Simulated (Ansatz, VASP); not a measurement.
W in VASP and in Ansatz

```
W
1.0
     2.75493    0.00000    0.00000
    -1.37747    2.38584    0.00000
     0.00000    0.00000    4.89064
W
2
Direct
  0.33333 0.66667 0.25000
  0.66667 0.33333 0.75000
```

Alike in both runs: functional PBEsol; k mesh 9 × 9 × 4; occupations gaussian, width 0.1 eV; no spin polarisation.

Ansatz relaxed the structure, and its values are those at the end. VASP's run is a single point on that final structure, the one shown.

|  | VASP | Ansatz |
| --- | --- | --- |
| version | VASP 6.6.1 | Ansatz 0.2.0 |
| potentials or method | VASP PAW PBE potentials, release 64 (W_sv), cutoff 520 eV | scalar-relativistic, plane waves, PAW |
| valence electrons in the cell | 28 | 28 |

|  | VASP | Ansatz | Ansatz less VASP |
| --- | --- | --- | --- |
| gap on the k mesh at the Fermi level (eV) | none | none | - |
| pressure (GPa) | 0.7 | 0.0 | -0.66 |

VASP's potentials were made for PBE, not for PBEsol. A gap of «none» marks a metal or a gap that the smearing closes.

Neither program's run includes spin-orbit coupling.
